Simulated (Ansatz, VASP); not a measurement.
One calculation of NaWF3, two programs

```xyz
5
Lattice="4.3433 0.0000 0.0000 0.0000 4.3433 0.0000 0.0000 0.0000 4.3433" Properties=species:S:1:pos:R:3 pbc="T T T"
Na    0.0000    0.0000    0.0000
W     2.1716    2.1716    2.1716
F     2.1716    0.0000    0.0000
F     0.0000    2.1716    0.0000
F     0.0000    0.0000    2.1716
```

Alike in both runs: task single point; functional PBE; k mesh 4 × 4 × 4; occupations gaussian, width 0.1 eV; collinear spin.

|  | VASP | Ansatz |
| --- | --- | --- |
| version | VASP 6.6.1 | Ansatz 0.2.0 |
| potentials or method | VASP PAW PBE potentials, release 64 (Na_pv, W_sv, F), cutoff 520 eV | scalar-relativistic, plane waves, PAW |
| valence electrons in the cell | 42 | 44 |

VASP gave:

| Property | Result |
| --- | --- |
| gap on the k mesh at the Fermi level (eV) | none |
| pressure (GPa) | -8.9 |
| net moment per atom (μB) | 0.80 |
| size of the moment on the site where the two differ most (μB) | 3.21 |

Which values does Ansatz return?

gap on the k mesh at the Fermi level (eV): none; pressure (GPa): -8.7; net moment per atom (μB): 0.80; size of the moment on the site where the two differ most (μB): 3.29.

Site moments also hang on the region over which each program counts them. A gap of «none» marks a metal or a gap that the smearing closes. With one functional, cell and mesh, what is left measures potentials, basis and numerics. VASP's potentials hold 42 valence electrons a cell and Ansatz's 44, so a difference there can come from the potentials and not from the codes. Ansatz's warnings: no starting moments.

The k mesh is coarse, so the values compare programs but aren't converged. Neither program's run includes spin-orbit coupling.
